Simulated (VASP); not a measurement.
# C (Pm-3m) in VASP: single point with PBE

Aim: the single point of C with PBE.

Program: VASP 6.6.1. These are calculated values, not measurements. Logs are shortened: lines on timing, memory, paths and dates and some standing lists are left out, and cuts for length are marked.

## (1) The cell of the first run

Symmetry: Pm-3m, No. 221, cubic system. Conventional cell: a = 3.319 Å, b = 3.319 Å, c = 3.319 Å, α = 90.00°, β = 90.00°, γ = 90.00°. C (site symmetry 4/mmm) has 8 C at 2.35 Å within 3.1 Å.

## (2) Single point, PBE

INCAR

```
ALGO = Normal
EDIFF = 1E-6
ENCUT = 600
GGA = PE
GGA_COMPAT = F
ISIF = 2
ISMEAR = 1
LASPH = T
LCHARG = F
LREAL = F
LWAVE = F
NBANDS = 13
NELM = 120
PREC = Accurate
SIGMA = 0.1
```

KPOINTS

```
k-points
0
Gamma
  7 7 7
```

POSCAR

```
C
1.0
    3.3189480000      0.0000000000      0.0000000000
    0.0000000000      3.3189480000      0.0000000000
    0.0000000000      0.0000000000      3.3189480000
C
3
Direct
    0.0000000000      0.5000000000      0.5000000000
    0.5000000000      0.0000000000      0.5000000000
    0.5000000000      0.5000000000      0.0000000000
```

Potentials or basis: VASP PAW PBE potentials, release 64 (C).

Launch:

```bash
cat potpaw_PBE.64/C/POTCAR > POTCAR
mpirun -np 1 vasp_std > vasp.out
```

OUTCAR:

```text
EDIFF = 1E-6
   ENCUT = 600
   GGA = PE
   ISIF = 2
   ISMEAR = 1
   LASPH = T
   LREAL = F
   NELM = 120
   PREC = Accurate

 ion  position               nearest neighbor table
   1  0.000  0.500  0.500-
   2  0.500  0.000  0.500-
   3  0.500  0.500  0.000-

  LATTYP: Found a simple cubic cell.
 ALAT       =     3.3189480000

  Lattice vectors:

 A1 = (   3.3189480000,   0.0000000000,   0.0000000000)
 A2 = (   0.0000000000,   3.3189480000,   0.0000000000)
 A3 = (   0.0000000000,   0.0000000000,   3.3189480000)

Analysis of symmetry for initial positions (statically):
=====================================================================
 Subroutine PRICEL returns:
 Original cell was already a primitive cell.

 Routine SETGRP: Setting up the symmetry group for a
 simple cubic supercell.

 Subroutine GETGRP returns: Found 48 space group operations
[... 9 lines left out ...]

 Routine SETGRP: Setting up the symmetry group for a
 simple cubic supercell.

 Subroutine GETGRP returns: Found 48 space group operations
[... 11 lines left out ...]
                                     Primitive cell

  volume of cell :      36.5596

  direct lattice vectors                    reciprocal lattice vectors
     3.318948000  0.000000000  0.000000000     0.301300292  0.000000000  0.000000000
     0.000000000  3.318948000  0.000000000     0.000000000  0.301300292  0.000000000
     0.000000000  0.000000000  3.318948000     0.000000000  0.000000000  0.301300292

  length of vectors
     3.318948000  3.318948000  3.318948000     0.301300292  0.301300292  0.301300292

  position of ions in fractional coordinates (direct lattice)
     0.000000000  0.500000000  0.500000000
     0.500000000  0.000000000  0.500000000
     0.500000000  0.500000000  0.000000000

  ion indices of the primitive-cell ions
   primitive index   ion index
                 1           1
                 2           2
                 3           3

----------------------------------------------------------------------------------------

 KPOINTS: k-points

Automatic generation of k-mesh.
 Grid dimensions read from file:
 generate k-points for:    7    7    7

 Generating k-lattice:

  Cartesian coordinates                     Fractional coordinates (reciprocal lattice)
     0.043042899  0.000000000  0.000000000     0.142857143  0.000000000  0.000000000
     0.000000000  0.043042899  0.000000000     0.000000000  0.142857143  0.000000000
     0.000000000  0.000000000  0.043042899     0.000000000  0.000000000  0.142857143

  Length of vectors
     0.043042899  0.043042899  0.043042899

  Shift w.r.t. Gamma in fractional coordinates (k-lattice)
     0.000000000  0.000000000  0.000000000

 Subroutine IBZKPT returns following result:
 ===========================================

 Found     20 irreducible k-points:

 Following reciprocal coordinates:
            Coordinates               Weight
  0.000000  0.000000  0.000000      1.000000
  0.142857  0.000000  0.000000      6.000000
  0.285714  0.000000  0.000000      6.000000
  0.428571  0.000000  0.000000      6.000000
  0.142857  0.142857  0.000000     12.000000
  0.285714  0.142857  0.000000     24.000000
[... 12 lines left out ...]
  0.428571  0.428571  0.285714     24.000000
  0.428571  0.428571  0.428571      8.000000
   k-points           NKPTS =     20   k-points in BZ     NKDIM =     20   number of bands    NBANDS=     13
   number of dos      NEDOS =    301   number of ions     NIONS =      3
   total plane-waves  NPLWV =  21952
   dimension x,y,z NGX =    28 NGY =   28 NGZ =   28
   dimension x,y,z NGXF=    56 NGYF=   56 NGZF=   56
   ions per type =               3
   NGX,Y,Z   is equivalent  to a cutoff of  14.03, 14.03, 14.03 a.u.
   NGXF,Y,Z  is equivalent  to a cutoff of  28.05, 28.05, 28.05 a.u.
 SYSTEM =  unknown system
   PREC   = accura    normal or accurate (medium, high low for compatibility)
   ISTART =      0    job   : 0-new  1-cont  2-samecut
   ICHARG =      2    charge: 1-file 2-atom 10-const
   ISPIN  =      1    spin polarized calculation?
   LNONCOLLINEAR =      F non collinear calculations
   LSORBIT =      F    spin-orbit coupling
   LASPH  =      T    aspherical Exc in radial PAW
   ENCUT  =  600.0 eV  44.10 Ry    6.64 a.u.   6.63  6.63  6.63*2*pi/ulx,y,z
   NELM   =    120;   NELMIN=  2; NELMDL= -5     # of ELM steps
   EDIFF  = 0.1E-05   stopping-criterion for ELM
   LREAL  =      F    real-space projection
   EDIFFG = 0.1E-04   stopping-criterion for IOM
   NSW    =      0    number of steps for IOM
   IBRION =     -1    ionic relax: 0-MD 1-quasi-New 2-CG
   NFREE  =      0    steps in history (QN), initial steepest desc. (CG)
   ISIF   =      2    stress and relaxation
   ISYM   =      2    0-nonsym 1-usesym 2-fastsym
   POTIM  = 0.5000    time-step for ionic-motion
   TEBEG  =    0.0;   TEEND  =   0.0 temperature during run
   PSTRESS=    0.0 pullay stress
   NELECT =      12.0000    total number of electrons
   NUPDOWN=      -1.0000    fix difference up-down
   EMIN   =  10.00;   EMAX   =-10.00  energy-range for DOS
   EFERMI =   0.00;   METHOD = LEGACY
   ISMEAR =     1;   SIGMA  =   0.10  broadening in eV -4-tet -1-fermi 0-gaus
   EFERMI_NEDOS =   21; number of points for ismear=-14 and -15
   IALGO  =     38    algorithm
   IMIX   =      4    mixing-type and parameters
     AMIX     =   0.40;   BMIX     =  1.00
     AMIX_MAG =   1.60;   BMIX_MAG =  1.00
  volume/ion in A,a.u.               =      12.19        82.24
  Fermi-wavevector in a.u.,A,eV,Ry     =   1.129280  2.134029 17.351133  1.275272
  Thomas-Fermi vector in A             =   2.265972
   LORBIT       =      0    0 simple, 1 ext, 2 COOP (PROOUT), +10 PAW based schemes
   GGA     = PE    functional components
   LHFCALC =     F    Hartree Fock is set to
   AEXX    =    0.0000 exact exchange contribution
   IVDW    =     0    specifies the selected vdW correction
   LEPSILON=     F    determine dielectric tensor
   LRPA    =     F    only Hartree local field effects (RPA)
 non-spin polarized calculation
 Methfessel and Paxton  Order N= 1 SIGMA  =   0.10
  energy-cutoff  :      600.00
  volume of cell :       36.56
 maximum number of plane-waves:      1241
 NGX is ok and might be reduce to    28
   NGX = 13   NGY = 13   NGZ = 13

 number of electron      12.0000001 magnetization

 Free energy of the ion-electron system (eV)
  ---------------------------------------------------
  ext. energy  EPLUGINS =         0.00000000
  ---------------------------------------------------
  free energy    TOTEN  =       -13.52726075 eV

  energy without entropy =      -13.52796519  energy(sigma->0) =      -13.52749556

 E-fermi :   1.7263     XC(G=0): -10.0681

 val. band max:        1.6445704793   @ k =   0.4286   0.4286   0.1429
 cond. band min:       1.7649006223   @ k =   0.4286   0.4286   0.0000
 fundamental gap:      0.1203301430
 Fermi energy:         1.7263344338

 k-point     1 :       0.0000    0.0000    0.0000
  band No.  band energies     occupation
      1     -11.9539      2.00000
      2      -3.2524      2.00000
      3      -3.2524      2.00000
      4      -1.1864      2.00000
      5      -1.1864      2.00000
      6      -1.1864      2.00000
      7       4.6405      0.00000
      8       4.6405      0.00000
      9       4.6405      0.00000
     10       7.0813      0.00000
     11       7.0813      0.00000
     12       7.0813      0.00000
     13       9.7484      0.00000

 k-point     2 :       0.1429    0.0000    0.0000
  band No.  band energies     occupation
      1     -11.7486      2.00000
      2      -4.5485      2.00000
      3      -3.1710      2.00000
      4      -1.0026      2.00000
      5      -1.0026      2.00000
      6      -0.0242      2.00000
      7       4.3417      0.00000
      8       4.4114      0.00000
      9       4.4114      0.00000
     10       6.6908      0.00000
     11       6.8481      0.00000
     12       6.8481      0.00000
     13      10.3675      0.00000

 k-point     3 :       0.2857    0.0000    0.0000
  band No.  band energies     occupation
      1     -11.1567      2.00000
      2      -6.4098      2.00000
      3      -2.9723      2.00000
      4      -0.4929      2.00000
      5      -0.4929      2.00000
      6       1.5505      2.03220
      7       3.6774     -0.00000
      8       3.6774     -0.00000
      9       3.6995     -0.00000
     10       5.6951      0.00000
     11       6.5269      0.00000
     12       6.5269      0.00000
     13      12.0229      0.00000
[... 241 lines left out ...]
 k-point    19 :       0.4286    0.4286    0.2857
  band No.  band energies     occupation
      1      -7.8444      2.00000
      2      -6.5438      2.00000
      3      -6.1657      2.00000
      4      -2.4746      2.00000
      5      -1.5464      2.00000
      6      -0.2952      2.00000
      7      -0.0966      2.00000
      8       5.7954      0.00000
      9       6.4946      0.00000
     10       6.8862      0.00000
     11       7.1370      0.00000
     12       7.4186      0.00000
     13      10.9065      0.00000

 k-point    20 :       0.4286    0.4286    0.4286
  band No.  band energies     occupation
      1      -6.9986      2.00000
      2      -6.1343      2.00000
      3      -6.1343      2.00000
      4      -3.5906      2.00000
      5      -1.3889      2.00000
      6      -1.3889      2.00000
      7      -1.2711      2.00000
      8       7.0289      0.00000
      9       7.0289      0.00000
     10       7.3812      0.00000
     11       7.4537      0.00000
     12       7.4537      0.00000
     13       9.8252      0.00000

------------------------ aborting loop because EDIFF is reached ----------------------------------------

  FORCE on cell =-STRESS in cart. coord.  units (eV):
  Direction    XX          YY          ZZ          XY          YZ          ZX
  --------------------------------------------------------------------------------------
  -------------------------------------------------------------------------------------
  Total       -7.9237938     -7.9237938     -7.9237938      0.0000000     -0.0000000     -0.0000000
  in kB     -347.2501182   -347.2501182   -347.2501182      0.0000000     -0.0000000     -0.0000000
  external PRESSURE =    -347.2501182 kB  Pullay stress =       0.0000000 kB

 VOLUME and BASIS-vectors are now :
 -----------------------------------------------------------------------------
  energy-cutoff  :      600.00
  volume of cell :       36.56
      direct lattice vectors                 reciprocal lattice vectors
     3.318948000  0.000000000  0.000000000     0.301300292  0.000000000  0.000000000
     0.000000000  3.318948000  0.000000000     0.000000000  0.301300292  0.000000000
     0.000000000  0.000000000  3.318948000     0.000000000  0.000000000  0.301300292

 POSITION                                       TOTAL-FORCE (eV/Angst)
 -----------------------------------------------------------------------------------
      0.00000      1.65947      1.65947         0.000000      0.000000      0.000000
      1.65947      0.00000      1.65947         0.000000      0.000000      0.000000
      1.65947      1.65947      0.00000         0.000000      0.000000      0.000000
 -----------------------------------------------------------------------------------
    total drift:                                0.000000      0.000000      0.000000

  FREE ENERGIE OF THE ION-ELECTRON SYSTEM (eV)
  ---------------------------------------------------
  free  energy   TOTEN  =       -13.5272607498 eV

  energy  without entropy=      -13.5279651945  energy(sigma->0) =      -13.52749556
```

Run time: 6.9 s. Hardware: 1 thread of Intel Xeon 6975P-C, shared host; peak memory 0.15 GiB.

What came out:

```yaml
Free_energy: -13.5273 eV
Pressure: -34.7 GPa
Band_gap_on_the_k_mesh: zero (band 6 reaches 2.81 eV, above the bottom of band 7 at -1.27 eV)
```
